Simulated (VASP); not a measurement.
# Mo2PdS4 (C2/m) in VASP: further runs

Runs on Mo2PdS4. Level: PBE. Tasks: single point.

Program: VASP 6.6.1. These are calculated values, not measurements. Logs are shortened: lines on timing, memory, paths and dates and some standing lists are left out, and cuts for length are marked.

### 1 The cell of the first run

Symmetry: C2/m, No. 12, monoclinic system. The conventional cell has a = 12.828 Å, b = 3.311 Å, c = 5.958 Å, α = 90.00°, β = 115.50°, γ = 90.00°. Within 3.1 Å of Pd (site symmetry 2/m) lie 6 S at 2.38 to 2.47 Å and 2 Mo at 3.00 Å. S (site symmetry m) has 2 Pd at 2.47 Å and 3 Mo at 2.53 to 2.59 Å and 12 S at 3.23 to 3.66 Å within 3.7 Å. Within 3.1 Å of S (site symmetry m) lie 1 Pd at 2.38 Å and 3 Mo at 2.40 to 2.42 Å and 1 S at 3.05 Å. Mo (site symmetry m) has 6 S at 2.40 to 2.59 Å and 4 Mo at 2.88 to 3.31 Å and 1 Pd at 3.00 Å within 3.4 Å.

### 2 Single point, PBE

INCAR

```
  ALGO = Normal
  EDIFF = 1E-6
  ENCUT = 520
  GGA = PE
  ISIF = 2
  ISMEAR = -1
  LASPH = T
  LCHARG = F
  LREAL = F
  LWAVE = F
  NBANDS = 40
  NELM = 80
  PREC = Accurate
  SIGMA = 0.1
```

KPOINTS

```
k-points
0
Gamma
  6 6 4
```

POSCAR

```
Mo2PdS4
1.0
    0.0000000000      3.3111390000      0.0000000000
    3.7331710000     -1.6555700000      5.2158980000
    2.8805190000      0.0000000000     -5.2158980000
Pd S Mo
1 4 2
Direct
    0.0000000000      0.0000000000      0.0000000000
    0.3622000000      0.7244000000      0.0228000000
    0.6378000000      0.2756000000      0.9772000000
    0.1045000000      0.2090000000      0.4411000000
    0.8955000000      0.7910000000      0.5589000000
    0.2569000000      0.5138000000      0.3095000000
    0.7431000000      0.4862000000      0.6905000000
```

Potentials or basis: VASP PAW PBE potentials, release 64 (Pd, S, Mo_sv).

Command:

```bash
> cat potpaw_PBE.64/Pd/POTCAR potpaw_PBE.64/S/POTCAR potpaw_PBE.64/Mo_sv/POTCAR > POTCAR
> mpirun -np 1 vasp_std > vasp.out
```

OUTCAR:

```text
EDIFF = 1E-6
   ENCUT = 520
   GGA = PE
   ISIF = 2
   ISMEAR = -1
   LASPH = T
   LREAL = F
   NELM = 80
   PREC = Accurate

 ion  position               nearest neighbor table
   1  0.000  0.000  0.000-   4 2.38   5 2.38   3 2.47   2 2.47   3 2.47   2 2.47   7 3.00   6 3.00

   2  0.362  0.724  0.023-   1 2.47   1 2.47   7 2.53   7 2.53   6 2.59
   3  0.638  0.276  0.977-   1 2.47   1 2.47   6 2.53   6 2.53   7 2.59
   4  0.105  0.209  0.441-   1 2.38   6 2.40   7 2.42   7 2.42
   5  0.895  0.791  0.559-   1 2.38   7 2.40   6 2.42   6 2.42
   6  0.257  0.514  0.309-   4 2.40   5 2.42   5 2.42   3 2.53   3 2.53   2 2.59   7 2.88   7 2.88
                             1 3.00
   7  0.743  0.486  0.691-   5 2.40   4 2.42   4 2.42   2 2.53   2 2.53   3 2.59   6 2.88   6 2.88
                             1 3.00

  LATTYP: Found a base centered monoclinic cell.
 ALAT       =    12.8284305605
 B/A-ratio  =     0.2581094378
 C/A-ratio  =     0.4644713027
 COS(beta)  =    -0.4304730565

  Lattice vectors:

 A1 = (   3.7331710000,   1.6555690000,   5.2158980000)
 A2 = (   3.7331710000,  -1.6555700000,   5.2158980000)
 A3 = (   2.8805190000,   0.0000000000,  -5.2158980000)

Analysis of symmetry for initial positions (statically):
=====================================================================
 Subroutine PRICEL returns:
 Original cell was already a primitive cell.

 Routine SETGRP: Setting up the symmetry group for a
 base centered monoclinic supercell.

 Subroutine GETGRP returns: Found  4 space group operations
 (whereof  4 operations were pure point group operations)
 out of a pool of  4 trial point group operations.

The static configuration has the point symmetry C_2h.

Analysis of symmetry for dynamics (positions and initial velocities):
=====================================================================
 Subroutine PRICEL returns:
 Original cell was already a primitive cell.

 Routine SETGRP: Setting up the symmetry group for a
 base centered monoclinic supercell.

 Subroutine GETGRP returns: Found  4 space group operations
 (whereof  4 operations were pure point group operations)
 out of a pool of  4 trial point group operations.

The dynamic configuration has the point symmetry C_2h.

 Subroutine INISYM returns: Found  4 space group operations
 (whereof  4 operations are pure point group operations),
 and found     1 'primitive' translations

----------------------------------------------------------------------------------------

                                     Primitive cell

  volume of cell :     114.2222

  direct lattice vectors                    reciprocal lattice vectors
     0.000000000  3.311139000  0.000000000     0.075600784  0.302010879  0.041751103
     3.733171000 -1.655570000  5.215898000     0.151201523  0.000000000  0.083502181
     2.880519000  0.000000000 -5.215898000     0.151201523  0.000000000 -0.108219359

  length of vectors
     3.311139000  6.624429763  5.958437854     0.314116546  0.172726705  0.185939050

  position of ions in fractional coordinates (direct lattice)
     0.000000000  0.000000000  0.000000000
     0.362200000  0.724400000  0.022800000
     0.637800000  0.275600000  0.977200000
     0.104500000  0.209000000  0.441100000
     0.895500000  0.791000000  0.558900000
     0.256900000  0.513800000  0.309500000
     0.743100000  0.486200000  0.690500000

  ion indices of the primitive-cell ions
   primitive index   ion index
                 1           1
                 2           2
                 3           3
                 4           4
                 5           5
                 6           6
                 7           7

----------------------------------------------------------------------------------------

 KPOINTS: k-points

Automatic generation of k-mesh.
 Grid dimensions read from file:
 generate k-points for:    6    6    4

 Generating k-lattice:

  Cartesian coordinates                     Fractional coordinates (reciprocal lattice)
     0.012600131  0.050335147  0.006958517     0.166666667 -0.000000000  0.000000000
     0.025200254  0.000000000  0.013917030     0.000000000  0.166666667  0.000000000
     0.037800381  0.000000000 -0.027054840     0.000000000  0.000000000  0.250000000

  Length of vectors
     0.052352758  0.028787784  0.046484762

  Shift w.r.t. Gamma in fractional coordinates (k-lattice)
     0.000000000  0.000000000  0.000000000

 Subroutine IBZKPT returns following result:
 ===========================================

 Found     47 irreducible k-points:

 Following reciprocal coordinates:
            Coordinates               Weight
  0.000000  0.000000  0.000000      1.000000
  0.166667  0.000000 -0.000000      4.000000
  0.333333  0.000000  0.000000      4.000000
  0.500000  0.000000  0.000000      2.000000
  0.000000  0.166667  0.000000      2.000000
  0.166667  0.166667  0.000000      4.000000
[... 16 lines left out ...]
  0.500000  0.166667  0.250000      4.000000
 -0.333333  0.166667  0.250000      4.000000
 [... further k-points ...]
   k-points           NKPTS =     47   k-points in BZ     NKDIM =     47   number of bands    NBANDS=     40
   number of dos      NEDOS =    301   number of ions     NIONS =      7
   total plane-waves  NPLWV =  67200
   dimension x,y,z NGX =    28 NGY =   50 NGZ =   48
   dimension x,y,z NGXF=    56 NGYF=  100 NGZF=   96
   ions per type =               1   4   2
   NGX,Y,Z   is equivalent  to a cutoff of  14.06, 12.55, 13.39 a.u.
   NGXF,Y,Z  is equivalent  to a cutoff of  28.12, 25.10, 26.78 a.u.
 SYSTEM =  unknown system
   PREC   = accura    normal or accurate (medium, high low for compatibility)
   ISTART =      0    job   : 0-new  1-cont  2-samecut
   ICHARG =      2    charge: 1-file 2-atom 10-const
   ISPIN  =      1    spin polarized calculation?
   LNONCOLLINEAR =      F non collinear calculations
   LSORBIT =      F    spin-orbit coupling
   LASPH  =      T    aspherical Exc in radial PAW
   ENCUT  =  520.0 eV  38.22 Ry    6.18 a.u.   6.16 12.32 11.08*2*pi/ulx,y,z
   NELM   =     80;   NELMIN=  2; NELMDL= -5     # of ELM steps
   EDIFF  = 0.1E-05   stopping-criterion for ELM
   LREAL  =      F    real-space projection
   EDIFFG = 0.1E-04   stopping-criterion for IOM
   NSW    =      0    number of steps for IOM
   IBRION =     -1    ionic relax: 0-MD 1-quasi-New 2-CG
   NFREE  =      0    steps in history (QN), initial steepest desc. (CG)
   ISIF   =      2    stress and relaxation
   ISYM   =      2    0-nonsym 1-usesym 2-fastsym
   POTIM  = 0.5000    time-step for ionic-motion
   TEBEG  =    0.0;   TEEND  =   0.0 temperature during run
   PSTRESS=    0.0 pullay stress
   NELECT =      62.0000    total number of electrons
   NUPDOWN=      -1.0000    fix difference up-down
   EMIN   =  10.00;   EMAX   =-10.00  energy-range for DOS
   EFERMI =   0.00;   METHOD = LEGACY
   ISMEAR =    -1;   SIGMA  =   0.10  broadening in eV -4-tet -1-fermi 0-gaus
   EFERMI_NEDOS =   21; number of points for ismear=-14 and -15
   IALGO  =     38    algorithm
   IMIX   =      4    mixing-type and parameters
     AMIX     =   0.40;   BMIX     =  1.00
     AMIX_MAG =   1.60;   BMIX_MAG =  1.00
  volume/ion in A,a.u.               =      16.32       110.12
  Fermi-wavevector in a.u.,A,eV,Ry     =   1.335433  2.523602 24.264358  1.783380
  Thomas-Fermi vector in A             =   2.464137
   LORBIT       =      0    0 simple, 1 ext, 2 COOP (PROOUT), +10 PAW based schemes
   GGA     = PE    functional components
   LHFCALC =     F    Hartree Fock is set to
   AEXX    =    0.0000 exact exchange contribution
   IVDW    =     0    specifies the selected vdW correction
   LEPSILON=     F    determine dielectric tensor
   LRPA    =     F    only Hartree local field effects (RPA)
 non-spin polarized calculation
  energy-cutoff  :      520.00
  volume of cell :      114.22
 maximum number of plane-waves:      3096
 NGX is ok and might be reduce to    28
   NGX = 13   NGY = 25   NGZ = 23

 number of electron      62.0000000 magnetization

 Free energy of the ion-electron system (eV)
  ---------------------------------------------------
  ext. energy  EPLUGINS =         0.00000000
  ---------------------------------------------------
  free energy    TOTEN  =       -47.65323071 eV

  energy without entropy =      -47.54997164  energy(sigma->0) =      -47.60160118

 E-fermi :   9.1213     XC(G=0): -11.5472

 val. band max:        9.1003146197   @ k =   0.0000   0.5000   0.2500
 cond. band min:       9.1215682138   @ k =   0.0000   0.3333   0.0000
 fundamental gap:      0.0212535941
 Fermi energy:         9.1213263709

 k-point     1 :       0.0000    0.0000    0.0000
  band No.  band energies     occupation
      1     -52.4083      2.00000
      2     -52.3439      2.00000
      3     -26.6726      2.00000
      4     -26.5665      2.00000
      5     -26.5561      2.00000
      6     -26.4410      2.00000
[... 32 lines left out ...]
     39      12.2684      0.00000
     40      13.2604      0.00000

 k-point     2 :       0.1667    0.0000   -0.0000
  band No.  band energies     occupation
      1     -52.4012      2.00000
      2     -52.3454      2.00000
      3     -26.6689      2.00000
      4     -26.6082      2.00000
      5     -26.5536      2.00000
      6     -26.4597      2.00000
[... 32 lines left out ...]
     39      12.7007      0.00000
     40      14.4288      0.00000

 k-point     3 :       0.3333    0.0000    0.0000
  band No.  band energies     occupation
      1     -52.3838      2.00000
      2     -52.3515      2.00000
      3     -26.6985      2.00000
      4     -26.6964      2.00000
      5     -26.5262      2.00000
      6     -26.4905      2.00000
[... 32 lines left out ...]
     39      12.8078      0.00000
     40      14.9449      0.00000

 k-point     4 :       0.5000    0.0000    0.0000
  band No.  band energies     occupation
      1     -52.3649      2.00000
      2     -52.3649      2.00000
      3     -26.7342      2.00000
      4     -26.7341      2.00000
      5     -26.5022      2.00000
      6     -26.5016      2.00000
[... 32 lines left out ...]
     39      13.1624      0.00000
     40      14.5176      0.00000
[... 772 lines left out ...]
     39      12.1822      0.00000
     40      14.0611      0.00000

 k-point    23 :       0.5000    0.1667    0.2500
  band No.  band energies     occupation
      1     -52.3649      2.00000
      2     -52.3649      2.00000
      3     -26.7390      2.00000
      4     -26.7389      2.00000
      5     -26.5016      2.00000
      6     -26.5008      2.00000
[... 32 lines left out ...]
     39      12.9433      0.00000
     40      13.8088      0.00000

 k-point    24 :      -0.3333    0.1667    0.2500
  band No.  band energies     occupation
      1     -52.3836      2.00000
      2     -52.3518      2.00000
      3     -26.7044      2.00000
      4     -26.6966      2.00000
      5     -26.5259      2.00000
      6     -26.4889      2.00000
[... 32 lines left out ...]
     39      12.4760      0.00000
     40      14.7437      0.00000

 [... further k-points ...]

------------------------ aborting loop because EDIFF is reached ----------------------------------------

  FORCE on cell =-STRESS in cart. coord.  units (eV):
  Direction    XX          YY          ZZ          XY          YZ          ZX
  --------------------------------------------------------------------------------------
  -------------------------------------------------------------------------------------
  Total        3.9971459     -0.4366175      1.6879869     -0.0000003     -0.0000001      0.9256543
  in kB       56.0673783     -6.1243694     23.6771439     -0.0000048     -0.0000020     12.9840168
  external PRESSURE =      24.5400509 kB  Pullay stress =       0.0000000 kB

 VOLUME and BASIS-vectors are now :
 -----------------------------------------------------------------------------
  energy-cutoff  :      520.00
  volume of cell :      114.22
      direct lattice vectors                 reciprocal lattice vectors
     0.000000000  3.311139000  0.000000000     0.075600784  0.302010879  0.041751103
     3.733171000 -1.655570000  5.215898000     0.151201523  0.000000000  0.083502181
     2.880519000  0.000000000 -5.215898000     0.151201523  0.000000000 -0.108219359

 POSITION                                       TOTAL-FORCE (eV/Angst)
 -----------------------------------------------------------------------------------
      0.00000      0.00000      0.00000         0.000000      0.000000     -0.000000
      2.76998     -0.00000      3.65947        -0.648289      0.000000     -0.729610
      3.84371      1.65557     -3.65947         0.648289     -0.000000      0.729610
      2.05083     -0.00000     -1.21061         0.835981     -0.000000     -0.283699
      4.56286      1.65557      1.21061        -0.835981      0.000000      0.283699
      2.80962     -0.00000      1.06561         0.582650     -0.000000     -0.468892
      3.80407      1.65557     -1.06561        -0.582650      0.000000      0.468892
 -----------------------------------------------------------------------------------
    total drift:                               -0.000000     -0.000000      0.000000

  FREE ENERGIE OF THE ION-ELECTRON SYSTEM (eV)
  ---------------------------------------------------
  free  energy   TOTEN  =       -47.6532307109 eV

  energy  without entropy=      -47.5499716401  energy(sigma->0) =      -47.60160118
```

It took 6.8 min on 1 thread of Intel Xeon 8259CL, shared host; peak memory 0.37 GiB.

What came out:

- Free energy: -47.6532 eV
- Pressure: 2.5 GPa
- Largest force: 0.976 eV/Å
- Band gap on the k mesh: zero (bands 31 and 32 overlap by 1.00 eV)

Forces in eV/Å, atoms in the order of the input:
```
Pd   0.000  0.000  0.000
S   -0.648  0.000 -0.730
S    0.648  0.000  0.730
S    0.836  0.000 -0.284
S   -0.836  0.000  0.284
Mo   0.583  0.000 -0.469
Mo  -0.583  0.000  0.469
```

Stress tensor (GPa, compression positive):
```
 5.61  0.00  1.30
 0.00 -0.61  0.00
 1.30  0.00  2.37
```

Caveat: the stress differs along the axes, from -1 to 6 GPa.

### 3 Single point, PBE

INCAR

```
SYSTEM = Mo2PdS4
ALGO = Normal
EDIFF = 1E-7
ENCUT = 520
GGA = PE
ISIF = 2
ISMEAR = -1
ISYM = 0
LASPH = .True.
LCHARG = .False.
LREAL = .False.
LWAVE = .False.
NBANDS = 40
NELM = 80
PREC = Accurate
SIGMA = 0.1
```

KPOINTS

```
k-points
0
Gamma
  6 6 4
  0 0 0
```

POSCAR is that of step 2.

Potentials or basis: VASP PAW PBE potentials, release 64 (Pd, S, Mo_sv).

Command:

```bash
> cat potpaw_PBE.64/Pd/POTCAR potpaw_PBE.64/S/POTCAR potpaw_PBE.64/Mo_sv/POTCAR > POTCAR
> mpirun -np 1 vasp_std > vasp.out
```

Run time: 11 min. Hardware: 1 thread of Intel Xeon 8259CL, shared host; peak memory 0.45 GiB.

Results (log left out):

```
Free energy            : -47.6532 eV
Pressure               : 2.5 GPa
Largest force          : 0.976 eV/Å
Band gap on the k mesh : zero (bands 31 and 32 overlap by 1.00 eV)
```

Forces in eV/Å, atoms in the order of the input:
```
Pd   0.000  0.000  0.000
S   -0.648  0.000 -0.730
S    0.648  0.000  0.730
S    0.836  0.000 -0.284
S   -0.836  0.000  0.284
Mo   0.583  0.000 -0.469
Mo  -0.583  0.000  0.469
```

Stress tensor (GPa, compression positive):
```
 5.61  0.00  1.30
 0.00 -0.61  0.00
 1.30  0.00  2.37
```

Levels at points of the mesh, in eV from the Fermi level:
```tsv
k point	band 28	band 29	band 30	band 31	band 32	band 33	band 34	band 35
(0.00, 0.00, 0.00)	-1.33	-1.32	-1.31	-0.38	-0.14	0.82	1.01	1.36
(0.50, 0.00, 0.00)	-1.81	-1.67	-1.53	-0.02	1.10	1.23	1.39	1.55
(0.50, 0.50, 0.00)	-1.81	-1.67	-1.53	-0.02	1.10	1.23	1.39	1.55
(0.00, 0.50, 0.00)	-1.64	-0.98	-0.64	-0.14	0.13	0.37	1.50	1.81
(0.00, 0.00, 0.50)	-1.29	-1.17	-1.07	-0.70	-0.44	0.08	1.43	1.56
(0.50, 0.00, 0.50)	-2.01	-1.81	-0.53	0.51	0.94	1.13	1.57	2.06
(0.50, 0.50, 0.50)	-2.01	-1.81	-0.53	0.51	0.94	1.13	1.57	2.06
(0.00, 0.50, 0.50)	-2.16	-0.98	-0.59	-0.11	0.09	0.96	1.22	1.65
```

Caveat: the stress differs along the axes, from -1 to 6 GPa.

### 4 Single point, PBE

INCAR

```
ALGO = Normal ; EDIFF = 1E-7
ENCUT = 520 ; GGA = PE
ISIF = 2 ; ISMEAR = -1
ISYM = 0 ; LASPH = T
LCHARG = F ; LREAL = F
LWAVE = F ; NBANDS = 40
NELM = 80 ; PREC = Accurate
SIGMA = 0.1
```

KPOINTS

```
k-points
0
Gamma
  6 6 4
```

POSCAR is that of step 3.

Command:

```bash
> cat potpaw_PBE.64/Pd/POTCAR potpaw_PBE.64/S/POTCAR potpaw_PBE.64/Mo_sv/POTCAR > POTCAR
> mpirun -np 1 vasp_std > vasp.out
```

Wall time 12 min (1 thread of Intel Xeon 8259CL, shared host); peak memory 0.46 GiB.

Results (log left out):

```yaml
Free_energy: -47.6532 eV
Pressure: 2.5 GPa
Largest_force: 0.976 eV/Å
Band_gap_on_the_k_mesh: zero (bands 31 and 32 overlap by 1.00 eV)
```

Forces on the atoms (eV/Å):
```
Pd   0.000  0.000  0.000
S   -0.648  0.000 -0.730
S    0.648  0.000  0.730
S    0.836  0.000 -0.284
S   -0.836  0.000  0.284
Mo   0.583  0.000 -0.469
Mo  -0.583  0.000  0.469
```

Stress tensor (GPa, compression positive):
```
 5.61  0.00  1.30
 0.00 -0.61  0.00
 1.30  0.00  2.37
```

Levels at points of the mesh, in eV from the Fermi level:
| k point | band 27 | band 28 | band 29 | band 30 | band 31 | band 32 | band 33 | band 34 | band 35 | band 36 |
| --- | --- | --- | --- | --- | --- | --- | --- | --- | --- | --- |
| (0.00, 0.00, 0.00) | -1.55 | -1.33 | -1.32 | -1.31 | -0.38 | -0.14 | 0.82 | 1.01 | 1.36 | 2.39 |
| (0.50, 0.00, 0.00) | -2.03 | -1.81 | -1.67 | -1.53 | -0.02 | 1.10 | 1.23 | 1.39 | 1.55 | 2.18 |
| (0.50, 0.50, 0.00) | -2.03 | -1.81 | -1.67 | -1.53 | -0.02 | 1.10 | 1.23 | 1.39 | 1.55 | 2.18 |
| (0.00, 0.50, 0.00) | -2.59 | -1.64 | -0.98 | -0.64 | -0.14 | 0.13 | 0.37 | 1.50 | 1.81 | 2.37 |
| (0.00, 0.00, 0.50) | -2.27 | -1.29 | -1.17 | -1.07 | -0.70 | -0.44 | 0.08 | 1.43 | 1.56 | 1.99 |
| (0.50, 0.00, 0.50) | -2.16 | -2.01 | -1.81 | -0.53 | 0.51 | 0.94 | 1.13 | 1.57 | 2.06 | 2.14 |
| (0.50, 0.50, 0.50) | -2.16 | -2.01 | -1.81 | -0.53 | 0.51 | 0.94 | 1.13 | 1.57 | 2.06 | 2.14 |
| (0.00, 0.50, 0.50) | -2.51 | -2.16 | -0.98 | -0.59 | -0.11 | 0.09 | 0.96 | 1.22 | 1.65 | 1.80 |

Caveat: the stress differs along the axes, from -1 to 6 GPa.

The gap in the log of VASP goes by the Fermi energy; the results here count the filled bands.